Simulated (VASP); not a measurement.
Here is a VASP 6.6.1 calculation.

INCAR

```
SYSTEM = Ti
ALGO = Fast
EDIFF = 1E-6
ENCUT = 520
GGA = PE
ISIF = 2
ISMEAR = 0
LASPH = .TRUE.
LCHARG = .FALSE.
LREAL = .FALSE.
LWAVE = .FALSE.
NBANDS = 19
NELM = 100
PREC = Accurate
SIGMA = 0.1
```

Contents of KPOINTS:

```
k-points
0
G
  24 24 12
  0 0 0
```

The input POSCAR:

```
Ti
1.0
    2.9678426420      0.0000000000      0.0000000000
   -1.4839213210      2.5702271224      0.0000000000
    0.0000000000      0.0000000000      4.6143684864
Ti
2
Direct
    0.3333333333      0.6666666667      0.2500000000
    0.6666666667      0.3333333333      0.7500000000
```

Potentials or basis: VASP PAW PBE potentials, release 64 (Ti_sv).

Run with:

```console
$ cat potpaw_PBE.64/Ti_sv/POTCAR > POTCAR
$ mpirun -np 1 vasp_std > vasp.out
```

Task: Predict the band gap on the k mesh.

Result: Zero (bands 12 and 13 overlap by 1.12 eV).

Task: What does it give for the pressure?

Result: -1.9 GPa.

Stress tensor (GPa, compression positive):
```
-2.50  0.00  0.00
 0.00 -2.50  0.00
 0.00  0.00 -0.61
```

Caveat: the cell differs from its parent crystal (biaxial strain in the a-b plane: +1.0 %, then relaxed in part).
